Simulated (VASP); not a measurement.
**O: single point with LDA**

O:

```
O
1.0
     2.87992   -1.67904    0.00000
     2.87992    1.67904    0.00000
    -2.41844    0.00000    3.57519
O
2
Cartesian
  -0.2296 0.0000 0.5562
  3.5710 0.0000 3.0190
```

```json
{
  "Program": "VASP 6.6.1",
  "Task": "single point",
  "Functional": "LDA",
  "Potentials or basis": "VASP PAW LDA potentials, release 64 (O)",
  "Cutoff": "600 eV",
  "k mesh": "7 × 7 × 5",
  "Occupations": "fermi-dirac, width 0.05 eV",
  "Spin": "no spin polarisation",
  "Dipole correction": "no",
  "Further INCAR settings": "ALGO = Normal; EDIFF = 1e-06; NBANDS = 13"
}
```

```json
{"Pressure": "-1.4 GPa", "Largest force": "1.486 eV/Å", "Band gap on the k mesh": "zero (bands 6 and 7 overlap by 0.27 eV)"}
```

Forces in eV/Å, atoms in the order of the input:
```
O   -0.501  0.000  1.399
O    0.501  0.000 -1.399
```

Stress tensor (GPa, compression positive):
```
-0.78  0.00 -2.58
 0.00 -5.38  0.00
-2.58  0.00  2.02
```

Levels at points of the mesh, in eV from the Fermi level:
```
           k point  band 2  band 3  band 4  band 5  band 6  band 7  band 8  band 9  band 10  band 11
(0.00, 0.00, 0.00)  -13.32   -8.00   -6.63   -6.59   -0.13    0.16    6.21   10.85    14.06    15.15
```

Wall time 38 s on 1 thread of AMD EPYC 7R43 64-Core Processor (Zen 3) (shared host), peak memory 0.11 GiB.

Caveat: the standard files for N, O and F lose accuracy on very short bonds; spin is off for a triplet molecule; the stress differs along the axes, from -5 to 2 GPa; forces of over 1 eV/Å act on the atoms, so gaps and moduli don't describe the material at rest.
